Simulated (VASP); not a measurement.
A run of VASP 6.6.1 is set up as follows.

Contents of POSCAR:

```
C
1.0
    1.2375965868      0.7145267226      3.6273634681
   -1.2375965868      0.7145267226      3.6273634681
    0.0000000000     -1.4290534451      3.6273634681
C
2
Direct
    0.8333594182      0.8333594182      0.8333594182
    0.1666405818      0.1666405818      0.1666405818
```

INCAR.step1

```
PREC     = Accurate       # precision mode
ENCUT    = 520            # plane-wave cutoff, eV
ISMEAR   = 0              # smearing method
SIGMA    = 0.01           # smearing width, eV
LREAL    = False          # projectors in reciprocal space
LASPH    = True           # aspherical terms in the spheres
NELM     = 100            # most SCF steps
GGA      = PE             # functional
ALGO     = Normal         # electronic algorithm
EDIFF    = 1E-4           # SCF threshold, eV
LWAVE    = True           # write WAVECAR
LCHARG   = False          # write CHGCAR
```

File INCAR.step2:

```
PREC     = Accurate       # precision mode
ENCUT    = 520            # plane-wave cutoff, eV
EDIFF    = 1E-7           # SCF threshold, eV
ISMEAR   = 0              # smearing method
SIGMA    = 0.01           # smearing width, eV
LREAL    = False          # projectors in reciprocal space
LASPH    = True           # aspherical terms in the spheres
NELM     = 100            # most SCF steps
ALGO     = Normal         # electronic algorithm
ISIF     = 2              # what is computed and relaxed
LWAVE    = False          # write WAVECAR
LCHARG   = False          # write CHGCAR
METAGGA  = R2SCAN         # meta-GGA
LMIXTAU  = True         
IBRION   = 2              # ionic algorithm
NSW      = 100            # ionic steps
EDIFFG   = -0.002         # ionic threshold
ISTART   = 1
```

The input KPOINTS:

```
Automatic mesh
0
Gamma
  10 10 10
```

Potentials or basis: VASP PAW PBE potentials, release 64 (C).

The run is started by

```console
$ cat potpaw_PBE.64/C/POTCAR > POTCAR
$ cp INCAR.step1 INCAR
$ mpirun -np 1 vasp_std > vasp.out
$ cp INCAR.step2 INCAR
$ mpirun -np 1 vasp_std > vasp.out
```

**Question.** Estimate the energy gained by relaxing.

**Answer.** 0.0 meV/atom.

Stress tensor (GPa, compression positive):
```
-8.07  0.00  0.00
 0.00 -8.07  0.00
 0.00  0.00 -0.44
```

Caveat: the PAW data sets were made with another functional, which shifts forces and pressure a little.
